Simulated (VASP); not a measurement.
Set up this calculation in VASP 6.6.1, as the native input.

```yaml
Task: single point
Functional: revPBE
Potentials_or_basis: VASP PAW PBE potentials, release 64 (W_sv, Au)
Cutoff: 520 eV
k_mesh: 8 × 8 × 8
Occupations: fermi-dirac, width 0.05 eV
Spin: no spin polarisation
Dipole_correction: no
Further_INCAR_settings: ALGO = Normal; EDIFF = 1e-06; NBANDS = 20
```

The structure of WAu lies in POSCAR:

```
WAu
1.0
    0.0000000000      2.7479792600      2.7479792600
    2.7479792600      0.0000000000      2.7479792600
    2.7479792600      2.7479792600      0.0000000000
W Au
1 1
Direct
    0.0000000000      0.0000000000      0.0000000000
    0.7500000000      0.7500000000      0.7500000000
```

The input as run:

INCAR

```
SYSTEM = WAu
ALGO = Normal
EDIFF = 1E-6
ENCUT = 520
GGA = RE
ISIF = 2
ISMEAR = -1
LASPH = .TRUE.
LCHARG = .FALSE.
LREAL = .FALSE.
LWAVE = .FALSE.
NBANDS = 20
NELM = 60
PREC = Accurate
SIGMA = 0.05
```

KPOINTS

```
k-points
0
G
  8 8 8
  0 0 0
```

Potentials or basis: VASP PAW PBE potentials, release 64 (W_sv, Au).

Run with:

```sh
$ cat potpaw_PBE.64/W_sv/POTCAR potpaw_PBE.64/Au/POTCAR > POTCAR
$ mpirun -np 1 vasp_std > vasp.out
```

Results of the run:

* Pressure: 35.1 GPa

Caveat: the PAW data sets were made with another functional, which shifts forces and pressure a little.

Run time: 40 s on 1 thread of Intel Xeon 8259CL (shared host), peak memory 0.18 GiB.
